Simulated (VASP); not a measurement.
# Sc2Cd (P6/mmm) in VASP: relaxation of cell and atoms with PBE

Aim: the relaxation of cell and atoms of Sc2Cd with PBE.

Program: VASP 6.6.1. These are calculated values, not measurements. Logs are shortened: lines on timing, memory, paths and dates and some standing lists are left out, and cuts for length are marked.

**1. The cell of the first run**

It takes space group P6/mmm (No. 191, hexagonal). The conventional cell has a = 5.095 Å, b = 5.095 Å, c = 2.951 Å, α = 90.00°, β = 90.00°, γ = 120.00°. Within 3.9 Å of Sc (site symmetry -6m2) lie 5 Sc at 2.94 to 2.95 Å and 6 Cd at 3.29 Å. Within 3.9 Å of Cd (site symmetry 6/mmm) lie 2 Cd at 2.95 Å and 12 Sc at 3.29 Å.

**2. Relaxation of cell and atoms, PBE**

The input, INCAR:

```
  PREC = Accurate
  ENCUT = 600
  EDIFF = 1E-7
  ISMEAR = 0
  SIGMA = 0.1
  LREAL = False
  LASPH = True
  NELM = 80
  ALGO = Fast
  ISIF = 3
  LWAVE = False
  LCHARG = False
  GGA = PE
  IBRION = 2
  NSW = 100
  EDIFFG = -0.01
```

The input, KPOINTS:

```
regular mesh
0
Gamma
  12 12 16
```

The input, POSCAR:

```
Sc2Cd
1.0
    5.0947444682      0.0000000000      0.0000000000
   -2.5473722341      4.4121781353      0.0000000000
    0.0000000000      0.0000000000      2.9507023417
Sc Cd
2 1
Direct
    0.3333333333      0.6666666667      0.5000000000
    0.6666666667      0.3333333333      0.5000000000
    0.0000000000      0.0000000000      0.0000000000
```

Potentials or basis: VASP PAW PBE potentials, release 64 (Sc_sv, Cd).

Run with:

```console
$ cat potpaw_PBE.64/Sc_sv/POTCAR potpaw_PBE.64/Cd/POTCAR > POTCAR
$ mpirun -np 1 vasp_std > vasp.out
```

OUTCAR:

```text
PREC = Accurate
   ENCUT = 600
   EDIFF = 1E-7
   ISMEAR = 0
   LREAL = False
   LASPH = True
   NELM = 80
   ISIF = 3
   GGA = PE
   IBRION = 2
   NSW = 100
   EDIFFG = -0.01

 ion  position               nearest neighbor table
   1  0.333  0.667  0.500-   2 2.94   2 2.94   2 2.94   3 3.29   3 3.29   3 3.29   3 3.29   3 3.29
                             3 3.29
   2  0.667  0.333  0.500-   1 2.94   1 2.94   1 2.94   3 3.29   3 3.29   3 3.29   3 3.29   3 3.29
                             3 3.29
   3  0.000  0.000  0.000-   1 3.29   2 3.29   1 3.29   2 3.29   2 3.29   2 3.29   1 3.29   1 3.29
                             2 3.29   2 3.29   1 3.29   1 3.29

  LATTYP: Found a hexagonal cell.
 ALAT       =     5.0947444682
 C/A-ratio  =     0.5791659150

  Lattice vectors:

 A1 = (   5.0947444682,   0.0000000000,   0.0000000000)
 A2 = (  -2.5473722341,   4.4121781353,   0.0000000000)
 A3 = (   0.0000000000,   0.0000000000,   2.9507023417)

Analysis of symmetry for initial positions (statically):
=====================================================================
 Subroutine PRICEL returns:
 Original cell was already a primitive cell.

 Routine SETGRP: Setting up the symmetry group for a
 hexagonal supercell.

 Subroutine GETGRP returns: Found 24 space group operations
 (whereof 24 operations were pure point group operations)
 out of a pool of 24 trial point group operations.

The static configuration has the point symmetry D_6h.

Analysis of symmetry for dynamics (positions and initial velocities):
=====================================================================
 Subroutine PRICEL returns:
 Original cell was already a primitive cell.

 Routine SETGRP: Setting up the symmetry group for a
 hexagonal supercell.

 Subroutine GETGRP returns: Found 24 space group operations
 (whereof 24 operations were pure point group operations)
 out of a pool of 24 trial point group operations.

The dynamic configuration has the point symmetry D_6h.

 Subroutine INISYM returns: Found 24 space group operations
 (whereof 24 operations are pure point group operations),
 and found     1 'primitive' translations

----------------------------------------------------------------------------------------

                                     Primitive cell

  volume of cell :      66.3286

  direct lattice vectors                    reciprocal lattice vectors
     5.094744468  0.000000000  0.000000000     0.196280698  0.113322714  0.000000000
    -2.547372234  4.412178135  0.000000000     0.000000000  0.226645428  0.000000000
     0.000000000  0.000000000  2.950702342     0.000000000  0.000000000  0.338902364

  length of vectors
     5.094744468  5.094744468  2.950702342     0.226645428  0.226645428  0.338902364

  position of ions in fractional coordinates (direct lattice)
     0.333333333  0.666666667  0.500000000
     0.666666667  0.333333333  0.500000000
     0.000000000  0.000000000  0.000000000

  ion indices of the primitive-cell ions
   primitive index   ion index
                 1           1
                 2           2
                 3           3

----------------------------------------------------------------------------------------

 KPOINTS: regular mesh

Automatic generation of k-mesh.
 Grid dimensions read from file:
 generate k-points for:   12   12   16

 Generating k-lattice:

  Cartesian coordinates                     Fractional coordinates (reciprocal lattice)
     0.016356725  0.009443559  0.000000000     0.083333333  0.000000000  0.000000000
     0.000000000  0.018887119  0.000000000     0.000000000  0.083333333  0.000000000
     0.000000000  0.000000000  0.021181398     0.000000000  0.000000000  0.062500000

  Length of vectors
     0.018887119  0.018887119  0.021181398

  Shift w.r.t. Gamma in fractional coordinates (k-lattice)
     0.000000000  0.000000000  0.000000000

 Subroutine IBZKPT returns following result:
 ===========================================

 Found    171 irreducible k-points:

 Following reciprocal coordinates:
            Coordinates               Weight
  0.000000  0.000000  0.000000      1.000000
  0.083333 -0.000000  0.000000      6.000000
  0.166667 -0.000000  0.000000      6.000000
  0.250000 -0.000000  0.000000      6.000000
  0.333333  0.000000  0.000000      6.000000
  0.416667 -0.000000  0.000000      6.000000
[... 16 lines left out ...]
  0.250000 -0.000000  0.062500     12.000000
  0.333333  0.000000  0.062500     12.000000
 [... further k-points ...]
   k-points           NKPTS =    171   k-points in BZ     NKDIM =    171   number of bands    NBANDS=     21
   number of dos      NEDOS =    301   number of ions     NIONS =      3
   total plane-waves  NPLWV =  42336
   dimension x,y,z NGX =    42 NGY =   42 NGZ =   24
   dimension x,y,z NGXF=    84 NGYF=   84 NGZF=   48
   ions per type =               2   1
   NGX,Y,Z   is equivalent  to a cutoff of  13.70, 13.70, 13.52 a.u.
   NGXF,Y,Z  is equivalent  to a cutoff of  27.41, 27.41, 27.04 a.u.
 SYSTEM =  unknown system
   PREC   = accura    normal or accurate (medium, high low for compatibility)
   ISTART =      0    job   : 0-new  1-cont  2-samecut
   ICHARG =      2    charge: 1-file 2-atom 10-const
   ISPIN  =      1    spin polarized calculation?
   LNONCOLLINEAR =      F non collinear calculations
   LSORBIT =      F    spin-orbit coupling
   LASPH  =      T    aspherical Exc in radial PAW
   ENCUT  =  600.0 eV  44.10 Ry    6.64 a.u.  10.18 10.18  5.89*2*pi/ulx,y,z
   NELM   =     80;   NELMIN=  2; NELMDL= -5     # of ELM steps
   EDIFF  = 0.1E-06   stopping-criterion for ELM
   LREAL  =      F    real-space projection
   EDIFFG = -.1E-01   stopping-criterion for IOM
   NSW    =    100    number of steps for IOM
   IBRION =      2    ionic relax: 0-MD 1-quasi-New 2-CG
   NFREE  =      1    steps in history (QN), initial steepest desc. (CG)
   ISIF   =      3    stress and relaxation
   ISYM   =      2    0-nonsym 1-usesym 2-fastsym
   POTIM  = 0.5000    time-step for ionic-motion
   TEBEG  =    0.0;   TEEND  =   0.0 temperature during run
   PSTRESS=    0.0 pullay stress
   NELECT =      34.0000    total number of electrons
   NUPDOWN=      -1.0000    fix difference up-down
   EMIN   =  10.00;   EMAX   =-10.00  energy-range for DOS
   EFERMI =   0.00;   METHOD = LEGACY
   ISMEAR =     0;   SIGMA  =   0.10  broadening in eV -4-tet -1-fermi 0-gaus
   EFERMI_NEDOS =   21; number of points for ismear=-14 and -15
   IALGO  =     68    algorithm
   IMIX   =      4    mixing-type and parameters
     AMIX     =   0.40;   BMIX     =  1.00
     AMIX_MAG =   1.60;   BMIX_MAG =  1.00
  volume/ion in A,a.u.               =      22.11       149.20
  Fermi-wavevector in a.u.,A,eV,Ry     =   1.310190  2.475900 23.355722  1.716597
  Thomas-Fermi vector in A             =   2.440737
   LORBIT       =      0    0 simple, 1 ext, 2 COOP (PROOUT), +10 PAW based schemes
   GGA     = PE    functional components
   LHFCALC =     F    Hartree Fock is set to
   AEXX    =    0.0000 exact exchange contribution
   IVDW    =     0    specifies the selected vdW correction
   LEPSILON=     F    determine dielectric tensor
   LRPA    =     F    only Hartree local field effects (RPA)
 conjugate gradient relaxation of ions
 non-spin polarized calculation
 RMM-DIIS sequential band-by-band and
 Gauss-broadening in eV      SIGMA  =   0.10
  energy-cutoff  :      600.00
  volume of cell :       66.33
 maximum number of plane-waves:      2238
 NGX is ok and might be reduce to    42
   NGX = 21   NGY = 21   NGZ = 11

--------------------------------------- Ionic step        1  -------------------------------------------

 number of electron      34.0000000 magnetization

 Free energy of the ion-electron system (eV)
  ---------------------------------------------------
  ext. energy  EPLUGINS =         0.00000000
  ---------------------------------------------------
  free energy    TOTEN  =       -13.22498481 eV

  energy without entropy =      -13.20560212  energy(sigma->0) =      -13.21529347

 E-fermi :   3.8374     XC(G=0): -10.5180

 val. band max:        3.8367311543   @ k =   0.3333   0.0833   0.0625
 cond. band min:       3.8441893518   @ k =   0.2500  -0.0000   0.3125
 fundamental gap:      0.0074581975
 Fermi energy:         3.8373842644

 k-point     1 :       0.0000    0.0000    0.0000
  band No.  band energies     occupation
      1     -45.8481      2.00000
      2     -45.7458      2.00000
      3     -24.6575      2.00000
      4     -24.6575      2.00000
      5     -24.2974      2.00000
      6     -24.2974      2.00000
[... 13 lines left out ...]
     20       4.3189      0.00000
     21       6.9167      0.00000

 k-point     2 :       0.0833   -0.0000    0.0000
  band No.  band energies     occupation
      1     -45.8465      2.00000
      2     -45.7474      2.00000
      3     -24.6599      2.00000
      4     -24.6531      2.00000
      5     -24.3021      2.00000
      6     -24.2949      2.00000
[... 13 lines left out ...]
     20       4.3432      0.00000
     21       6.8457      0.00000
[... 607 lines left out ...]
  FORCE on cell =-STRESS in cart. coord.  units (eV):
  Direction    XX          YY          ZZ          XY          YZ          ZX
  --------------------------------------------------------------------------------------
  -------------------------------------------------------------------------------------
  Total       -0.0763158     -0.0763158     -0.0159932      0.0000000      0.0000000      0.0000000
  in kB       -1.8277736     -1.8277736     -0.3830402      0.0000000      0.0000000      0.0000000
  external PRESSURE =      -1.3461958 kB  Pullay stress =       0.0000000 kB

 VOLUME and BASIS-vectors are now :
 -----------------------------------------------------------------------------
  energy-cutoff  :      600.00
  volume of cell :       66.90
      direct lattice vectors                 reciprocal lattice vectors
     5.088155875  0.000000000  0.000000000     0.196534859  0.113469454  0.000000000
    -2.544077938  4.406472246 -0.000000000     0.000000000  0.226938908  0.000000000
     0.000000000 -0.000000000  2.983673912     0.000000000  0.000000000  0.335157269

 POSITION                                       TOTAL-FORCE (eV/Angst)
 -----------------------------------------------------------------------------------
     -0.00000      2.93765      1.49184        -0.000000     -0.000000     -0.000000
      2.54408      1.46882      1.49184         0.000000      0.000000      0.000000
      0.00000      0.00000      0.00000         0.000000     -0.000000      0.000000
 -----------------------------------------------------------------------------------
    total drift:                               -0.000000      0.000000     -0.000000

  FREE ENERGIE OF THE ION-ELECTRON SYSTEM (eV)
  ---------------------------------------------------
  free  energy   TOTEN  =       -13.2288542173 eV

  energy  without entropy=      -13.2095391014  energy(sigma->0) =      -13.21919666

--------------------------------------- Ionic step        4  -------------------------------------------

 number of electron      34.0000002 magnetization

 Free energy of the ion-electron system (eV)
  ---------------------------------------------------
  ext. energy  EPLUGINS =         0.00000000
  ---------------------------------------------------
  free energy    TOTEN  =       -13.22895573 eV

  energy without entropy =      -13.20970425  energy(sigma->0) =      -13.21932999

 E-fermi :   3.8115     XC(G=0): -10.4912

 val. band max:        3.8093232344   @ k =   0.4167  -0.0000   0.0000
 cond. band min:       3.8155953629   @ k =   0.0833  -0.0000   0.0000
 fundamental gap:      0.0062721286
 Fermi energy:         3.8115221947

 k-point     1 :       0.0000    0.0000    0.0000
  band No.  band energies     occupation
      1     -45.9013      2.00000
      2     -45.7964      2.00000
      3     -24.7133      2.00000
      4     -24.7133      2.00000
      5     -24.3462      2.00000
      6     -24.3462      2.00000
[... 13 lines left out ...]
     20       4.3011      0.00000
     21       6.3113      0.00000

 k-point     2 :       0.0833   -0.0000    0.0000
  band No.  band energies     occupation
      1     -45.8997      2.00000
      2     -45.7980      2.00000
      3     -24.7156      2.00000
      4     -24.7088      2.00000
      5     -24.3510      2.00000
      6     -24.3438      2.00000
[... 13 lines left out ...]
     20       4.3314      0.00000
     21       6.3213      0.00000
[... 533 lines left out ...]
  FORCE on cell =-STRESS in cart. coord.  units (eV):
  Direction    XX          YY          ZZ          XY          YZ          ZX
  --------------------------------------------------------------------------------------
  -------------------------------------------------------------------------------------
  Total       -0.0005258     -0.0005258      0.0037665      0.0000000      0.0000000      0.0000000
  in kB       -0.0126242     -0.0126242      0.0904358      0.0000000      0.0000000      0.0000000
  external PRESSURE =       0.0217291 kB  Pullay stress =       0.0000000 kB

 VOLUME and BASIS-vectors are now :
 -----------------------------------------------------------------------------
  energy-cutoff  :      600.00
  volume of cell :       66.73
      direct lattice vectors                 reciprocal lattice vectors
     5.081751324  0.000000000  0.000000000     0.196782553  0.113612460  0.000000000
    -2.540875662  4.400925742 -0.000000000     0.000000000  0.227224920  0.000000000
     0.000000000 -0.000000000  2.983638731     0.000000000  0.000000000  0.335161221

 POSITION                                       TOTAL-FORCE (eV/Angst)
 -----------------------------------------------------------------------------------
     -0.00000      2.93395      1.49182        -0.000000     -0.000000     -0.000000
      2.54088      1.46698      1.49182         0.000000      0.000000      0.000000
     -2.54088      4.40093     -0.00000         0.000000     -0.000000      0.000000
 -----------------------------------------------------------------------------------
    total drift:                               -0.000000      0.000000     -0.000000

  FREE ENERGIE OF THE ION-ELECTRON SYSTEM (eV)
  ---------------------------------------------------
  free  energy   TOTEN  =       -13.2289557279 eV

  energy  without entropy=      -13.2097042478  energy(sigma->0) =      -13.21932999

 reached required accuracy - stopping structural energy minimisation
```

Run time: 8.8 min. Hardware: 1 thread of Intel Xeon 6975P-C (Granite Rapids), shared host; peak memory 0.42 GiB.

What came out:

```
Free energy                           : -13.2290 eV
Relaxed volume                        : 22.24 Å³/atom
Relaxed cell                          : a = 5.082 Å, b = 5.082 Å, c = 2.984 Å, α = 90.00°, β = 90.00°, γ = 120.00°
Space group after relaxing (to 0.1 Å) : P6/mmm (No. 191)
Energy gained by relaxing             : 1.3 meV/atom
Ionic steps                           : 4
Pressure after relaxing               : 0.0 GPa
Band gap on the k mesh                : zero (bands 17 and 18 overlap by 0.41 eV)
```

The path:
```tsv
step	energy change (eV)	largest force (eV/Å)	pressure (GPa)	volume (Å³)
1	0.0000	0.0000	0.42	66.33
2	-0.0039	0.0000	-0.13	66.89
3	-0.0039	0.0000	-0.13	66.90
4	-0.0040	0.0000	0.00	66.73
```

Final structure:
```xyz
3
Lattice="5.0818 0.0000 0.0000 -2.5409 4.4009 0.0000 0.0000 0.0000 2.9836" Properties=species:S:1:pos:R:3 pbc="T T T"
Sc    0.0000    2.9340    1.4918
Sc    2.5409    1.4670    1.4918
Cd   -2.5409    4.4009    0.0000
```

Levels at points of the mesh, in eV from the Fermi level:
```csv
k point,band 14,band 15,band 16,band 17,band 18,band 19,band 20,band 21
"(0.00, 0.00, 0.00)",-6.70,-1.16,-1.16,-0.54,0.11,0.49,0.49,2.50
"(0.50, 0.00, 0.00)",-5.22,-3.81,-1.06,-0.60,0.06,0.13,0.33,2.41
"(0.00, 0.00, 0.50)",-2.59,-1.92,-0.43,-0.43,0.80,0.80,1.53,1.53
"(0.50, 0.00, 0.50)",-2.24,-1.44,-1.20,-0.81,0.36,0.61,0.85,2.06
```
